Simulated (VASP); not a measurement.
Here is a VASP 6.6.1 calculation.

POSCAR

```
B
1.0
    0.0000000000      1.4826606039      1.4826606039
    1.4826606039      0.0000000000      1.4826606039
    1.4826606039      1.4826606039      0.0000000000
B
1
Direct
    0.0000000000      0.0000000000      0.0000000000
```

The input INCAR.step1:

```
SYSTEM = B
PREC = Accurate
ENCUT = 520
ISMEAR = -1
SIGMA = 0.1
LREAL = .False.
LASPH = .True.
NELM = 100
NBANDS = 8
GGA = PE
ALGO = Normal
EDIFF = 1E-4
LWAVE = .True.
LCHARG = .False.
```

File INCAR.step2:

```
SYSTEM = B
PREC = Accurate
ENCUT = 520
EDIFF = 1E-6
ISMEAR = -1
SIGMA = 0.1
LREAL = .False.
LASPH = .True.
NELM = 100
ALGO = Normal
ISIF = 2
LWAVE = .False.
LCHARG = .False.
METAGGA = R2SCAN
LMIXTAU = .True.
NBANDS = 8
ISTART = 1
```

Contents of KPOINTS:

```
Automatic mesh
0
Gamma
  21 21 21
  0 0 0
```

Potentials or basis: VASP PAW PBE potentials, release 64 (B).

The run is started by

```bash
$ cat potpaw_PBE.64/B/POTCAR > POTCAR
$ cp INCAR.step1 INCAR
$ mpirun -np 1 vasp_std > vasp.out
$ cp INCAR.step2 INCAR
$ mpirun -np 1 vasp_std > vasp.out
```

Question: What does it give for the pressure?

Answer: -25.9 GPa.

Caveat: the PAW data sets were made with another functional, which shifts forces and pressure a little.
